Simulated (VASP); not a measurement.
# IrRh5 (P-6m2) in VASP: single point with PBE

Aim: the single point of IrRh5 with PBE.

Program: VASP 6.6.1. These are calculated values, not measurements. Logs are shortened: lines on timing, memory, paths and dates and some standing lists are left out, and cuts for length are marked.

## 1. The cell of the first run

The structure is hexagonal, space group P-6m2 (No. 187). The conventional cell has a = 2.613 Å, b = 2.613 Å, c = 12.658 Å, α = 90.00°, β = 90.00°, γ = 120.00°. Within 3.4 Å of Ir (site symmetry -6m2) lie 6 Rh at 2.61 Å and 6 Ir at 2.61 Å. Rh (site symmetry 3m) has 9 Rh at 2.59 to 2.61 Å and 3 Ir at 2.61 Å within 3.4 Å. Rh (site symmetry -6m2) has 12 Rh at 2.58 to 2.61 Å within 3.4 Å. Rh (site symmetry 3m) has 12 Rh at 2.58 to 2.61 Å within 3.4 Å.

## 2. Single point, PBE (volume scaled by 0.88, then relaxed in part)

The input, INCAR:

```
ALGO     = Fast           # electronic algorithm
EDIFF    = 1E-6           # SCF threshold, eV
ENCUT    = 520            # plane-wave cutoff, eV
GGA      = PE             # functional
ISIF     = 2              # what is computed and relaxed
ISMEAR   = 0              # smearing method
LASPH    = True           # aspherical terms in the spheres
LCHARG   = False          # write CHGCAR
LREAL    = False          # projectors in reciprocal space
LWAVE    = False          # write WAVECAR
NBANDS   = 51             # bands
NELM     = 60             # most SCF steps
PREC     = Accurate       # precision mode
SIGMA    = 0.1            # smearing width, eV
```

The input, KPOINTS:

```
k-points
0
Gamma
  18 18 4
```

The input, POSCAR:

```
IrRh5
1.0
    2.6126455163      0.0000000277      0.0000000000
   -1.3063227821      2.2626173744      0.0000000000
    0.0000000000      0.0000000000     12.6583724650
Ir Rh
1 5
Direct
    0.6666666667      0.3333333333      0.5000000000
    0.3333333333      0.6666666667      0.6679270025
    0.3333333333      0.6666666667      0.0000000000
    0.3333333333      0.6666666667      0.3320729975
    0.6666666667      0.3333333333      0.8345134783
    0.6666666667      0.3333333333      0.1654865217
```

Potentials or basis: VASP PAW PBE potentials, release 64 (Ir, Rh_pv).

Command:

```sh
$ cat potpaw_PBE.64/Ir/POTCAR potpaw_PBE.64/Rh_pv/POTCAR > POTCAR
$ mpirun -np 1 vasp_std > vasp.out
```

OUTCAR:

```text
EDIFF = 1E-6
   ENCUT = 520
   GGA = PE
   ISIF = 2
   ISMEAR = 0
   LASPH = True
   LREAL = False
   NELM = 60
   PREC = Accurate

 ion  position               nearest neighbor table
   1  0.667  0.333  0.500-   2 2.61   4 2.61   2 2.61   4 2.61   2 2.61   4 2.61
   2  0.333  0.667  0.668-   5 2.59   5 2.59   5 2.59   1 2.61   1 2.61   1 2.61
   3  0.333  0.667  0.000-   5 2.58   6 2.58   5 2.58   6 2.58   5 2.58   6 2.58
   4  0.333  0.667  0.332-   6 2.59   6 2.59   6 2.59   1 2.61   1 2.61   1 2.61
   5  0.667  0.333  0.835-   3 2.58   3 2.58   3 2.58   2 2.59   2 2.59   2 2.59
   6  0.667  0.333  0.165-   3 2.58   3 2.58   3 2.58   4 2.59   4 2.59   4 2.59

  LATTYP: Found a hexagonal cell.
 ALAT       =     2.6126455163
 C/A-ratio  =     4.8450401656

  Lattice vectors:

 A1 = (   2.6126455163,   0.0000000277,   0.0000000000)
 A2 = (  -1.3063227821,   2.2626173744,   0.0000000000)
 A3 = (   0.0000000000,   0.0000000000,  12.6583724650)

Analysis of symmetry for initial positions (statically):
=====================================================================
 Subroutine PRICEL returns:
 Original cell was already a primitive cell.

 Routine SETGRP: Setting up the symmetry group for a
 hexagonal supercell.

 Subroutine GETGRP returns: Found 12 space group operations
 (whereof 12 operations were pure point group operations)
 out of a pool of 24 trial point group operations.

The static configuration has the point symmetry D_3h.

Analysis of symmetry for dynamics (positions and initial velocities):
=====================================================================
 Subroutine PRICEL returns:
 Original cell was already a primitive cell.

 Routine SETGRP: Setting up the symmetry group for a
 hexagonal supercell.

 Subroutine GETGRP returns: Found 12 space group operations
 (whereof 12 operations were pure point group operations)
 out of a pool of 24 trial point group operations.

The dynamic configuration has the point symmetry D_3h.

 Subroutine INISYM returns: Found 12 space group operations
 (whereof 12 operations are pure point group operations),
 and found     1 'primitive' translations

----------------------------------------------------------------------------------------

                                     Primitive cell

  volume of cell :      74.8289

  direct lattice vectors                    reciprocal lattice vectors
     2.612645516  0.000000028  0.000000000     0.382753798  0.220983014  0.000000000
    -1.306322782  2.262617374  0.000000000    -0.000000005  0.441966019  0.000000000
     0.000000000  0.000000000 12.658372465     0.000000000  0.000000000  0.078999097

  length of vectors
     2.612645516  2.612645516 12.658372465     0.441966019  0.441966019  0.078999097

  position of ions in fractional coordinates (direct lattice)
     0.666666667  0.333333333  0.500000000
     0.333333333  0.666666667  0.667927003
     0.333333333  0.666666667  0.000000000
     0.333333333  0.666666667  0.332072997
     0.666666667  0.333333333  0.834513478
     0.666666667  0.333333333  0.165486522

  ion indices of the primitive-cell ions
   primitive index   ion index
                 1           1
                 2           2
                 3           3
                 4           4
                 5           5
                 6           6

----------------------------------------------------------------------------------------

 KPOINTS: k-points

Automatic generation of k-mesh.
 Grid dimensions read from file:
 generate k-points for:   18   18    4

 Generating k-lattice:

  Cartesian coordinates                     Fractional coordinates (reciprocal lattice)
     0.021264100  0.012276834  0.000000000     0.055555556  0.000000000  0.000000000
    -0.000000000  0.024553668  0.000000000     0.000000000  0.055555556  0.000000000
     0.000000000  0.000000000  0.019749774     0.000000000  0.000000000  0.250000000

  Length of vectors
     0.024553668  0.024553668  0.019749774

  Shift w.r.t. Gamma in fractional coordinates (k-lattice)
     0.000000000  0.000000000  0.000000000

 Subroutine IBZKPT returns following result:
 ===========================================

 Found    111 irreducible k-points:

 Following reciprocal coordinates:
            Coordinates               Weight
  0.000000  0.000000  0.000000      1.000000
  0.055556  0.000000  0.000000      6.000000
  0.111111  0.000000  0.000000      6.000000
  0.166667  0.000000  0.000000      6.000000
  0.222222  0.000000  0.000000      6.000000
  0.277778  0.000000  0.000000      6.000000
[... 16 lines left out ...]
  0.333333  0.111111  0.000000     12.000000
  0.388889  0.111111  0.000000     12.000000
 [... further k-points ...]
   k-points           NKPTS =    111   k-points in BZ     NKDIM =    111   number of bands    NBANDS=     51
   number of dos      NEDOS =    301   number of ions     NIONS =      6
   total plane-waves  NPLWV =  38400
   dimension x,y,z NGX =    20 NGY =   20 NGZ =   96
   dimension x,y,z NGXF=    40 NGYF=   40 NGZF=  192
   ions per type =               1   5
   NGX,Y,Z   is equivalent  to a cutoff of  12.73, 12.73, 12.61 a.u.
   NGXF,Y,Z  is equivalent  to a cutoff of  25.45, 25.45, 25.22 a.u.
 SYSTEM =  unknown system
   PREC   = accura    normal or accurate (medium, high low for compatibility)
   ISTART =      0    job   : 0-new  1-cont  2-samecut
   ICHARG =      2    charge: 1-file 2-atom 10-const
   ISPIN  =      1    spin polarized calculation?
   LNONCOLLINEAR =      F non collinear calculations
   LSORBIT =      F    spin-orbit coupling
   LASPH  =      T    aspherical Exc in radial PAW
   ENCUT  =  520.0 eV  38.22 Ry    6.18 a.u.   4.86  4.86 23.54*2*pi/ulx,y,z
   NELM   =     60;   NELMIN=  2; NELMDL= -5     # of ELM steps
   EDIFF  = 0.1E-05   stopping-criterion for ELM
   LREAL  =      F    real-space projection
   EDIFFG = 0.1E-04   stopping-criterion for IOM
   NSW    =      0    number of steps for IOM
   IBRION =     -1    ionic relax: 0-MD 1-quasi-New 2-CG
   NFREE  =      0    steps in history (QN), initial steepest desc. (CG)
   ISIF   =      2    stress and relaxation
   ISYM   =      2    0-nonsym 1-usesym 2-fastsym
   POTIM  = 0.5000    time-step for ionic-motion
   TEBEG  =    0.0;   TEEND  =   0.0 temperature during run
   PSTRESS=    0.0 pullay stress
   NELECT =      84.0000    total number of electrons
   NUPDOWN=      -1.0000    fix difference up-down
   EMIN   =  10.00;   EMAX   =-10.00  energy-range for DOS
   EFERMI =   0.00;   METHOD = LEGACY
   ISMEAR =     0;   SIGMA  =   0.10  broadening in eV -4-tet -1-fermi 0-gaus
   EFERMI_NEDOS =   21; number of points for ismear=-14 and -15
   IALGO  =     68    algorithm
   IMIX   =      4    mixing-type and parameters
     AMIX     =   0.40;   BMIX     =  1.00
     AMIX_MAG =   1.60;   BMIX_MAG =  1.00
  volume/ion in A,a.u.               =      12.47        84.16
  Fermi-wavevector in a.u.,A,eV,Ry     =   1.701420  3.215217 39.386535  2.894829
  Thomas-Fermi vector in A             =   2.781375
   LORBIT       =      0    0 simple, 1 ext, 2 COOP (PROOUT), +10 PAW based schemes
   GGA     = PE    functional components
   LHFCALC =     F    Hartree Fock is set to
   AEXX    =    0.0000 exact exchange contribution
   IVDW    =     0    specifies the selected vdW correction
   LEPSILON=     F    determine dielectric tensor
   LRPA    =     F    only Hartree local field effects (RPA)
 non-spin polarized calculation
 RMM-DIIS sequential band-by-band and
 Gauss-broadening in eV      SIGMA  =   0.10
  energy-cutoff  :      520.00
  volume of cell :       74.83
 maximum number of plane-waves:      2046
 NGX is ok and might be reduce to    20
   NGX =  9   NGY =  9   NGZ = 47

 number of electron      84.0000004 magnetization

 Free energy of the ion-electron system (eV)
  ---------------------------------------------------
  ext. energy  EPLUGINS =         0.00000000
  ---------------------------------------------------
  free energy    TOTEN  =       -43.61519426 eV

  energy without entropy =      -43.58062419  energy(sigma->0) =      -43.59790922

 E-fermi :  13.7232     XC(G=0): -14.6855

 val. band max:       13.7203776194   @ k =   0.3889   0.1667   0.0000
 cond. band min:      13.7237385405   @ k =   0.3889  -0.0000   0.2500
 fundamental gap:      0.0033609211
 Fermi energy:        13.7232341461

 k-point     1 :       0.0000    0.0000    0.0000
  band No.  band energies     occupation
      1     -33.9659      2.00000
      2     -33.7902      2.00000
      3     -33.5549      2.00000
      4     -33.2554      2.00000
      5     -33.0996      2.00000
      6     -33.0996      2.00000
[... 43 lines left out ...]
     50      13.9589      0.00086
     51      14.1172      0.00000

 k-point     2 :       0.0556    0.0000    0.0000
  band No.  band energies     occupation
      1     -33.9571      2.00000
      2     -33.7852      2.00000
      3     -33.5553      2.00000
      4     -33.2635      2.00000
      5     -33.1215      2.00000
      6     -33.1162      2.00000
[... 43 lines left out ...]
     50      14.0748      0.00000
     51      15.3498      0.00000

 k-point     3 :       0.1111    0.0000    0.0000
  band No.  band energies     occupation
      1     -33.9315      2.00000
      2     -33.7711      2.00000
      3     -33.5583      2.00000
      4     -33.2937      2.00000
      5     -33.1842      2.00000
      6     -33.1837      2.00000
[... 43 lines left out ...]
     50      14.6844      0.00000
     51      16.7734      0.00000
[... 1027 lines left out ...]
 k-point    23 :       0.3333    0.1111    0.0000
  band No.  band energies     occupation
      1     -33.8378      2.00000
      2     -33.8340      2.00000
      3     -33.7710      2.00000
      4     -33.7590      2.00000
      5     -33.6587      2.00000
      6     -33.5693      2.00000
[... 43 lines left out ...]
     50      18.4518      0.00000
     51      22.4301      0.00000

 k-point    24 :       0.3889    0.1111    0.0000
  band No.  band energies     occupation
      1     -33.8807      2.00000
      2     -33.8786      2.00000
      3     -33.8286      2.00000
      4     -33.8003      2.00000
      5     -33.6996      2.00000
      6     -33.5335      2.00000
[... 43 lines left out ...]
     50      18.8093      0.00000
     51      20.7367      0.00000

 [... further k-points ...]
[... 5 lines left out ...]
  --------------------------------------------------------------------------------------
  -------------------------------------------------------------------------------------
  Total       22.4258768     22.4258768     22.4455707      0.0000000      0.0000000      0.0000000
  in kB      480.1650382    480.1650383    480.5867080      0.0000000      0.0000000      0.0000000
  external PRESSURE =     480.3055948 kB  Pullay stress =       0.0000000 kB

 VOLUME and BASIS-vectors are now :
 -----------------------------------------------------------------------------
  energy-cutoff  :      520.00
  volume of cell :       74.83
      direct lattice vectors                 reciprocal lattice vectors
     2.612645516  0.000000028  0.000000000     0.382753798  0.220983014  0.000000000
    -1.306322782  2.262617374  0.000000000    -0.000000005  0.441966019  0.000000000
     0.000000000  0.000000000 12.658372465     0.000000000  0.000000000  0.078999097

 POSITION                                       TOTAL-FORCE (eV/Angst)
 -----------------------------------------------------------------------------------
      1.30632      0.75421      6.32919         0.000000     -0.000000      0.000000
     -0.00000      1.50841      8.45487         0.000000      0.000000      0.038023
     -0.00000      1.50841      0.00000         0.000000     -0.000000      0.000000
     -0.00000      1.50841      4.20350         0.000000      0.000000     -0.038023
      1.30632      0.75421     10.56358        -0.000000      0.000000     -0.005068
      1.30632      0.75421      2.09479        -0.000000      0.000000      0.005068
 -----------------------------------------------------------------------------------
    total drift:                               -0.000000      0.000000     -0.000000

  FREE ENERGIE OF THE ION-ELECTRON SYSTEM (eV)
  ---------------------------------------------------
  free  energy   TOTEN  =       -43.6151942622 eV

  energy  without entropy=      -43.5806241855  energy(sigma->0) =      -43.59790922
```

It took 4.2 min on 1 thread of Intel Xeon 6975P-C (Granite Rapids), shared host; peak memory 0.42 GiB.

What came out:

```yaml
Free_energy: -43.6152 eV
Pressure: 48.0 GPa
Largest_force: 0.038 eV/Å
Band_gap_on_the_k_mesh: zero (band 42 reaches 14.50 eV, above the bottom of band 43 at 11.87 eV)
```

Forces on the atoms (eV/Å):
```
Ir   0.000  0.000  0.000
Rh   0.000  0.000  0.038
Rh   0.000  0.000  0.000
Rh   0.000  0.000 -0.038
Rh   0.000  0.000 -0.005
Rh   0.000  0.000  0.005
```

Caveat: spin-orbit coupling is left out, which moves the levels of the heavy elements.
